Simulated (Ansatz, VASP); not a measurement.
## Two plane-wave programs on ScAl3N4

Contents of POSCAR:

```
ScAl3N4
1.0
   -3.2052862866      0.0000000000      0.0000000000
    0.0000000000      5.5969653234      0.0002871281
    1.6026431433     -2.7987429175     -5.0597362566
Sc Al N
1 3 4
Direct
    0.0234928389      0.3560413490      0.0469856779
    0.5221183913      0.8562718022      0.0442367826
    0.7729568702      0.4386976467      0.5459137404
    0.2710229353      0.9387993977      0.5420458705
    0.7846214936      0.1172605337      0.5692429871
    0.2861324687      0.6203457476      0.5722649375
    0.5391792168      0.2004079870      0.0783584335
    0.0364757852      0.7081755362      0.0729515704
```

File INCAR.step1:

```
PREC = Accurate ; ENCUT = 520
ISMEAR = 0 ; SIGMA = 0.01
LREAL = False ; LASPH = True
NELM = 100 ; NBANDS = 30
GGA = PE ; ALGO = Normal
EDIFF = 1E-4 ; LWAVE = True
LCHARG = False
```

Contents of INCAR.step2:

```
PREC = Accurate ; ENCUT = 520
EDIFF = 1E-6 ; ISMEAR = 0
SIGMA = 0.01 ; LREAL = False
LASPH = True ; NELM = 100
ALGO = Normal ; ISIF = 2
LWAVE = False ; LCHARG = False
METAGGA = R2SCAN ; LMIXTAU = True
NBANDS = 30 ; ISTART = 1
```

KPOINTS

```
Automatic mesh
0
Gamma
  10 10 10
```

Input for Ansatz:

```yaml
crystal:
  lattice:
    - [-3.2052862866, 0.0, 0.0]
    - [0.0, 5.5969653234, 0.0002871281]
    - [1.6026431433, -2.7987429175, -5.0597362566]
  atoms:
    - { symbol: Sc, position: [0.0234928389, 0.356041349, 0.0469856779] }
    - { symbol: Al, position: [0.5221183913, 0.8562718022, 0.0442367826] }
    - { symbol: Al, position: [0.7729568702, 0.4386976467, 0.5459137404] }
    - { symbol: Al, position: [0.2710229353, 0.9387993977, 0.5420458705] }
    - { symbol: "N", position: [0.7846214936, 0.1172605337, 0.5692429871] }
    - { symbol: "N", position: [0.2861324687, 0.6203457476, 0.5722649375] }
    - { symbol: "N", position: [0.5391792168, 0.200407987, 0.0783584335] }
    - { symbol: "N", position: [0.0364757852, 0.7081755362, 0.0729515704] }
basis:
  ecutwfc: 600.0
  xc_grid: 2
kpoints:
  mp_grid: { grid: [10, 10, 10] }
hamiltonian:
  xc: r2scan
  pseudopotentials: { kind: paw, azcp: { folder: soft_1 } }
scf:
  occupations: { method: fixed }
output:
  forces: true
  stress: true
  eigenvalues: true
  polarization: {}
```

Change from the starting cell: polar distortion scaled by 0.25.

Alike in both runs: task single point; functional r2SCAN; k mesh 10 × 10 × 10; no spin polarisation.

|  | VASP | Ansatz |
| --- | --- | --- |
| version | VASP 6.6.1 | Ansatz 0.2.0 |
| potentials or method | VASP PAW PBE potentials, release 64 (Sc_sv, Al, N), cutoff 520 eV | scalar-relativistic, plane waves, PAW |
| occupations | gaussian, width 0.01 eV | fixed |
| valence electrons in the cell | 40 | 40 |

Ansatz gave:

| Quantity | Value |
| --- | --- |
| gap on the k mesh at the Fermi level (eV) | 2.81 |
| least direct gap on the mesh (eV) | 2.81 |
| pressure (GPa) | 6.6 |
| traceless stress, the component that is largest in VASP (GPa) | -20.45 |
| rms of the force components (eV/Å) | 1.101 |

**Question.** Estimate VASP's values.

**Answer.** gap on the k mesh at the Fermi level (eV): 2.83; least direct gap on the mesh (eV): 2.83; pressure (GPa): 7.0; traceless stress, the component that is largest in VASP (GPa): -21.04; rms of the force components (eV/Å): 1.150.

VASP's potentials were made for PBE, not for r2SCAN. Atom by atom the forces differ by 0.051 eV/Å (rms over components).
